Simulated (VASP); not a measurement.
Write the native input for VASP 6.6.1 that does the following.

```
Task                   : relaxation of cell and atoms
Functional             : BLYP
Dispersion             : D4
Potentials or basis    : VASP PAW PBE potentials, release 64 (Ti_sv, Al)
Cutoff                 : 600 eV
k mesh                 : 10 × 10 × 10
Occupations            : fermi-dirac, width 0.05 eV
Spin                   : no spin polarisation
Dipole correction      : no
Further INCAR settings : ALGO = Fast; EDIFF = 1e-06; IBRION = 2; EDIFFG = -0.01; NSW = 60; ISIF = 3
```

The structure of TiAl3 lies in POSCAR:

```
TiAl3
1.0
   -1.9111067713      1.9111067713      4.2806687947
    1.9111067713     -1.9111067713      4.2806687947
    1.9111067713      1.9111067713     -4.2806687947
Ti Al
1 3
Direct
    0.0000000000      0.0000000000      0.0000000000
    0.2500000000      0.7500000000      0.5000000000
    0.7500000000      0.2500000000      0.5000000000
    0.5000000000      0.5000000000      0.0000000000
```

One way to write it, as run:

INCAR

```
AGGAC = 1.0 ; AGGAX = 1.0
ALDAC = 0.0 ; ALDAX = 1.0
ALGO = Fast ; EDIFF = 1E-6
EDIFFG = -0.01 ; ENCUT = 600
GGA = B5 ; IBRION = 2
ISIF = 3 ; ISMEAR = -1
IVDW = 13 ; LASPH = T
LCHARG = F ; LREAL = F
LWAVE = F ; NELM = 80
NSW = 60 ; PREC = Accurate
SIGMA = 0.05 ; VDW_A1 = 0.44488865
VDW_A2 = 4.0933009 ; VDW_S6 = 1.0
VDW_S8 = 2.34076671
```

KPOINTS

```
k-points
0
Gamma
  10 10 10
```

Potentials or basis: VASP PAW PBE potentials, release 64 (Ti_sv, Al).

Run with:

```sh
$ cat potpaw_PBE.64/Ti_sv/POTCAR potpaw_PBE.64/Al/POTCAR > POTCAR
$ mpirun -np 1 vasp_std > vasp.out
```

It gave:

| Item | Value |
| --- | --- |
| Relaxed volume | 15.45 Å³/atom |
| Relaxed cell | a = 5.046 Å, b = 5.046 Å, c = 5.046 Å, α = 135.69°, β = 135.69°, γ = 64.46° |
| Space group after relaxing (to 0.1 Å) | I4/mmm (No. 139) |
| Energy gained by relaxing | 0.7 meV/atom |
| Ionic steps | 3 |
| Pressure after relaxing | 0.0 GPa |
| Band gap on the k mesh | zero (an odd number of electrons rules out a gap without spin polarisation) |
| Dispersion energy per atom | -0.631 eV |

Caveat: the PAW data sets were made with another functional, which shifts forces and pressure a little.

It took 21 min on 1 thread of Intel(R) Xeon(R) Platinum 8488C (Sapphire Rapids), with other jobs on the host, peak memory 0.33 GiB.
